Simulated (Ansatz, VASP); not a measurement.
## SiC in VASP and in Ansatz

```xyz
4
Lattice="3.0919 0.0000 0.0000 -1.5460 2.6777 0.0000 0.2030 0.0000 5.0743" Properties=species:S:1:pos:R:3 pbc="T T T"
Si    0.0985    1.7850    2.5351
Si    1.7460    0.8927    5.0723
C     0.1806    1.7855    4.4420
C     1.6250    0.8921    1.9049
```

Change from the starting cell: shear of c along a, cell held, atoms relaxed: +4.0 %.

Alike in both runs: task relaxation of the atoms; functional PBE; k mesh 12 × 12 × 6; occupations gaussian, width 0.02 eV; no spin polarisation.

```csv
,VASP,Ansatz
version,VASP 6.6.1,Ansatz 0.2.0
potentials or method,"VASP PAW PBE potentials, release 64 (Si, C), cutoff 520 eV","scalar-relativistic, plane waves, PAW"
valence electrons in the cell,16,16
```

|  | VASP | Ansatz | Ansatz less VASP |
| --- | --- | --- | --- |
| gap on the k mesh at the Fermi level, each at its own relaxed structure (eV) | 2.20 | 2.20 | +0.005 |

Ansatz's warnings: stress scf threshold loose.
